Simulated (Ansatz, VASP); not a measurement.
FeC3: VASP beside Ansatz

```
Fe C
1.0
     3.08038    0.00000    0.00000
     0.00000    3.08038    0.00000
     0.00000    0.00000    3.08038
Fe C
1 3
Cartesian
  0.0000 0.0000 0.0000
  0.0000 1.5402 1.5402
  1.5402 0.0000 1.5402
  1.5402 1.5402 0.0000
```

Alike in both runs: functional PBE; k mesh 16 × 16 × 16; occupations gaussian, width 0.1 eV; no spin polarisation.

Ansatz relaxed the structure, and its values are those at the end. VASP's run is a single point on that final structure, the one shown.

|  | VASP | Ansatz |
| --- | --- | --- |
| version | VASP 6.6.1 | Ansatz 0.2.0 |
| potentials or method | VASP PAW PBE potentials, release 64 (Fe_sv, C), cutoff 700 eV | scalar-relativistic, plane waves, PAW |
| valence electrons in the cell | 28 | 28 |

VASP gave:

* gap on the k mesh at the Fermi level (eV): none
* pressure (GPa): -0.7

**Question.** Which values does Ansatz return?

**Answer.** gap on the k mesh at the Fermi level (eV): none; pressure (GPa): 0.0.

A gap of «none» marks a metal or a gap that the smearing closes. With one functional, cell and mesh, what is left measures potentials, basis and numerics.
